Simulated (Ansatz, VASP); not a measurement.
## Mg3CdS4 in VASP and in Ansatz

File INCAR:

```
PREC = Accurate ; ENCUT = 600
EDIFF = 1E-6 ; ISMEAR = 0
SIGMA = 0.02 ; LREAL = F
LASPH = T ; NELM = 60
ALGO = Normal ; ISIF = 3
LWAVE = F ; LCHARG = F
GGA = PE ; IBRION = 2
NSW = 100 ; EDIFFG = -0.01
```

File KPOINTS:

```
regular mesh
0
Gamma
  8 8 4
```

File POSCAR:

```
Mg3CdS4
1.0
    3.7622592072      0.0000000000      0.0000000000
    0.0000000000      3.7622592072      0.0000000000
    0.0000000000      0.0000000000     10.5972299472
Mg Cd S
3 1 4
Direct
    0.0000000000      0.0000000000      0.7460335068
    0.0000000000      0.0000000000      0.2539664932
    0.5000000000      0.5000000000      0.5000000000
    0.5000000000      0.5000000000      0.0000000000
    0.0000000000      0.0000000000      0.0000000000
    0.5000000000      0.5000000000      0.2569778227
    0.0000000000      0.0000000000      0.5000000000
    0.5000000000      0.5000000000      0.7430221773
```

Input for Ansatz:

```yaml
crystal:
  lattice:
    - [3.7622592072, 0.0, 0.0]
    - [0.0, 3.7622592072, 0.0]
    - [0.0, 0.0, 10.5972299472]
  atoms:
    - { symbol: Mg, position: [0.0, 0.0, 0.7460335068] }
    - { symbol: Mg, position: [0.0, 0.0, 0.2539664932] }
    - { symbol: Mg, position: [0.5, 0.5, 0.5] }
    - { symbol: Cd, position: [0.5, 0.5, 0.0] }
    - { symbol: S, position: [0.0, 0.0, 0.0] }
    - { symbol: S, position: [0.5, 0.5, 0.2569778227] }
    - { symbol: S, position: [0.0, 0.0, 0.5] }
    - { symbol: S, position: [0.5, 0.5, 0.7430221773] }
basis:
  ecutwfc: 420
kpoints:
  mp_grid: { grid: [8, 8, 4] }
hamiltonian:
  xc: pbe
scf:
  occupations: { method: gaussian, width: 0.02 }
output:
  forces: true
  stress: true
  eigenvalues: true
  write_density: true
  write_potential: true
  elf: true
  volumetric_format: npy
relax:
  adjacent_minimum: "off"
  f_tol: 0.01
  max_steps: 80
  cell: { stress_tol: 0.05 }
```

Alike in both runs: task relaxation of cell and atoms; functional PBE; k mesh 8 × 8 × 4; occupations gaussian, width 0.02 eV; no spin polarisation.

|  | VASP | Ansatz |
| --- | --- | --- |
| version | VASP 6.6.1 | Ansatz 0.2.0 |
| potentials or method | VASP PAW PBE potentials, release 64 (Mg, Cd, S), cutoff 600 eV | scalar-relativistic, plane waves, PAW |
| valence electrons in the cell | 42 | 74 |

```csv
,VASP,Ansatz,Ansatz less VASP
"gap on the k mesh at the Fermi level, each at its own relaxed structure (eV)",1.04,1.05,+0.007
relaxed volume (Å³/atom),18.70,18.71,+0.014
relaxed length of the cell vector where the two differ most in proportion (Å),10.626,10.632,+0.0068
```

VASP's potentials hold 42 valence electrons a cell and Ansatz's 74, so a difference there can come from the potentials and not from the codes.
